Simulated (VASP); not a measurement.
Write the native input for VASP 6.6.1 that does the following.

| Quantity | Value |
| --- | --- |
| Task | single point |
| Functional | PBEsol |
| Potentials or basis | VASP PAW PBE potentials, release 64 (Cu, Ge_d) |
| Cutoff | 520 eV |
| k mesh | 1 × 1 × 1, shifted |
| Occupations | fermi-dirac, width 0.1663 eV |
| Spin | no spin polarisation |
| Dipole correction | no |
| Further INCAR settings | LREAL = Auto; ALGO = Normal; EDIFF = 1e-07; NBANDS = 108; ISYM = 0 |

The structure of Cu3Ge lies in POSCAR:

```
Cu3Ge
1.0
    5.8084680000      0.2175700000     -0.1413800000
    0.2175700000      6.0343640000     -0.1031110000
   -0.1413800000     -0.1031110000      6.2614650000
Cu Ge
12 4
Direct
    0.5100752743      0.8297684359      0.8979532259
    0.8285315569      0.6178399483      0.7505479766
    0.2301286773      0.6735170093      0.7163046675
    0.7389578284      0.6577434994      0.1669341676
    0.9824999791      0.8696116094      0.9644510302
    0.7961955724      0.2088696053      0.7671683678
    0.7576047063      0.1241535051      0.1613649115
    0.4883197797      0.3885130832      1.0393662862
    0.5319463690      0.4607038352      0.4671296910
    0.1783087627      0.1272180475      0.7216266278
    0.2741744630      0.7078548825      0.2307722570
    0.0186791723      0.3903042461      1.0522341852
   -0.0330903033      0.3641191624      0.4239810306
    0.5269999480      0.9037024885      0.4726473629
    0.9648476288      0.8904848623      0.4576203720
    0.3014738304      0.0767436304      0.0948168652
```

One way to write it, as run:

INCAR

```
SYSTEM = Cu3Ge
PREC = Accurate ; ENCUT = 520
EDIFF = 1E-7 ; ISMEAR = -1
SIGMA = 0.1663 ; LREAL = Auto
LASPH = .True. ; NELM = 80
ALGO = Normal ; ISIF = 2
LWAVE = .False. ; LCHARG = .True.
GGA = PS ; LELF = .True.
LVHAR = .True. ; NBANDS = 108
ISYM = 0
```

KPOINTS

```
Automatic mesh
0
Gamma
  1 1 1
  0.25 0.25 0.25
```

Potentials or basis: VASP PAW PBE potentials, release 64 (Cu, Ge_d).

Run with:

```bash
$ cat potpaw_PBE.64/Cu/POTCAR potpaw_PBE.64/Ge_d/POTCAR > POTCAR
$ mpirun -np 1 vasp_std > vasp.out
```

Results of the run:

```yaml
Pressure: 0.6 GPa
Largest_force: 1.884 eV/Å
Band_gap_on_the_k_mesh: 0.41 eV
```

Caveat: the k points lie up to 1.08 Å⁻¹ apart; the PAW data sets were made with another functional, which shifts forces and pressure a little.

Run time: 2.1 min on 1 thread of Intel(R) Xeon(R) Platinum 8259CL CPU @ 2.50GHz (Skylake/Cascade Lake), on a shared host, peak memory 0.34 GiB.
